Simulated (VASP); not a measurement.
# Sc3Ga2As: relaxation of cell and atoms with PBE

The system is Sc3Ga2As.

```xyz
12
Lattice="3.4231 0.0000 0.0000 -1.7116 2.9645 0.0000 0.0000 0.0000 20.7555" Properties=species:S:1:pos:R:3 pbc="T T T"
Sc    1.7116    0.9882    7.7336
Sc    0.0000    1.9763   18.1113
Sc    0.0000    1.9763   13.0219
Sc    1.7116    0.9882    2.6442
Sc    0.0000    0.0000   10.3778
Sc    0.0000    0.0000    0.0000
Ga    0.0000    1.9763    8.9361
Ga    1.7116    0.9882   19.3138
Ga    0.0000    1.9763    1.4417
Ga    1.7116    0.9882   11.8195
As    0.0000    0.0000   15.5666
As    0.0000    0.0000    5.1889
```

The cell was generated, and may not be a known phase.

```json
{
  "Program": "VASP 6.6.1",
  "Task": "relaxation of cell and atoms",
  "Functional": "PBE",
  "Potentials or basis": "VASP PAW PBE potentials, release 64 (Sc_sv, Ga_d, As)",
  "Cutoff": "600 eV",
  "k mesh": "6 × 6 × 1",
  "Occupations": "gaussian, width 0.1 eV",
  "Spin": "no spin polarisation",
  "Dipole correction": "no",
  "Further INCAR settings": "ALGO = Fast; EDIFF = 1e-07; IBRION = 2; EDIFFG = -0.04; NSW = 90; ISIF = 3"
}
```

```
Relaxed volume                        : 21.48 Å³/atom
Relaxed cell                          : a = 3.629 Å, b = 3.629 Å, c = 22.596 Å, α = 90.00°, β = 90.00°, γ = 120.00°
Space group after relaxing (to 0.1 Å) : P6_3/mmc (No. 194)
Energy gained by relaxing             : 1292.1 meV/atom
Ionic steps                           : 24
Pressure after relaxing               : 0.0 GPa
Largest force after relaxing          : 0.030 eV/Å
Band gap on the k mesh                : zero (bands 64 and 65 overlap by 1.76 eV)
```

Forces in eV/Å, atoms in the order of the input:
```
Sc   0.000  0.000  0.018
Sc   0.000  0.000  0.018
Sc   0.000  0.000 -0.018
Sc   0.000  0.000 -0.018
Sc   0.000  0.000  0.000
Sc   0.000  0.000  0.000
Ga   0.000  0.000  0.030
Ga   0.000  0.000  0.030
Ga   0.000  0.000 -0.030
Ga   0.000  0.000 -0.030
As   0.000  0.000  0.000
As   0.000  0.000  0.000
```

Step by step:
| step | energy change (eV) | largest force (eV/Å) | pressure (GPa) | volume (Å³) |
| --- | --- | --- | --- | --- |
| 1 | 0.0000 | 7.0068 | 36.40 | 210.63 |
| 2 | -6.9660 | 0.9611 | -10.03 | 357.06 |
| 3 | -9.4897 | 1.8045 | -2.91 | 290.48 |
| 4 | -9.4938 | 1.8634 | -2.52 | 288.52 |
| 5 | -9.4923 | 1.9167 | -2.17 | 286.80 |
| 6 | -10.4122 | 1.8974 | -1.81 | 278.19 |
| 7 | -12.8178 | 1.4566 | 0.92 | 253.26 |
| 8 | -11.0525 | 2.7034 | 25.82 | 207.39 |
| 9 | -13.5908 | 1.7157 | 4.16 | 240.20 |
| 10 | -13.7369 | 1.9809 | 8.97 | 228.39 |
| 11 | -14.0893 | 1.7798 | 8.14 | 230.68 |
| 12 | -14.6115 | 1.2419 | 7.12 | 236.77 |
| 13 | -14.6407 | 1.2704 | 6.94 | 239.53 |
| 14 | -15.0908 | 0.7915 | 2.81 | 249.33 |
| 15 | -15.2476 | 0.5507 | -1.07 | 261.01 |
| 16 | -15.2481 | 0.5634 | -0.89 | 260.38 |
| 17 | -15.3141 | 0.4736 | -0.72 | 259.78 |
| 18 | -15.4528 | 0.1836 | -0.22 | 257.88 |
| 19 | -15.4061 | 0.4922 | 1.25 | 253.65 |
| 20 | -15.4957 | 0.0744 | 0.25 | 256.36 |
| 21 | -15.4966 | 0.0958 | 0.34 | 256.07 |
| 22 | -15.5029 | 0.0702 | 0.04 | 257.42 |
| 23 | -15.5041 | 0.0564 | -0.16 | 258.34 |
| 24 | -15.5049 | 0.0303 | 0.03 | 257.77 |

Final structure:
```
CELL_PARAMETERS angstrom
3.62941 0.00000 0.00000
-1.81470 3.14316 0.00000
0.00000 0.00000 22.59562
ATOMIC_POSITIONS crystal
Sc 0.66667 0.33333 0.32522
Sc 0.33333 0.66667 0.82522
Sc 0.33333 0.66667 0.67478
Sc 0.66667 0.33333 0.17478
Sc 0.00000 0.00000 0.50000
Sc 0.00000 0.00000 0.00000
Ga 0.33333 0.66667 0.41202
Ga 0.66667 0.33333 0.91202
Ga 0.33333 0.66667 0.08798
Ga 0.66667 0.33333 0.58798
As 0.00000 0.00000 0.75000
As 0.00000 0.00000 0.25000
```

Levels at points of the mesh, in eV from the Fermi level:
| k point | band 60 | band 61 | band 62 | band 63 | band 64 | band 65 | band 66 | band 67 | band 68 | band 69 |
| --- | --- | --- | --- | --- | --- | --- | --- | --- | --- | --- |
| (0.00, 0.00, 0.00) | 0.07 | 1.06 | 1.06 | 1.19 | 1.23 | 1.23 | 1.41 | 1.41 | 1.53 | 1.59 |
| (0.50, 0.00, 0.00) | -0.99 | -0.94 | -0.90 | -0.32 | -0.27 | 0.08 | 0.37 | 0.70 | 0.83 | 0.99 |

Run time: 71 min on 1 thread of AMD EPYC 9R45 96-Core Processor (Zen 5) (shared host), peak memory 0.43 GiB.

Caveat: the volume moved by over 15 % at a fixed basis, so the end points are rough.
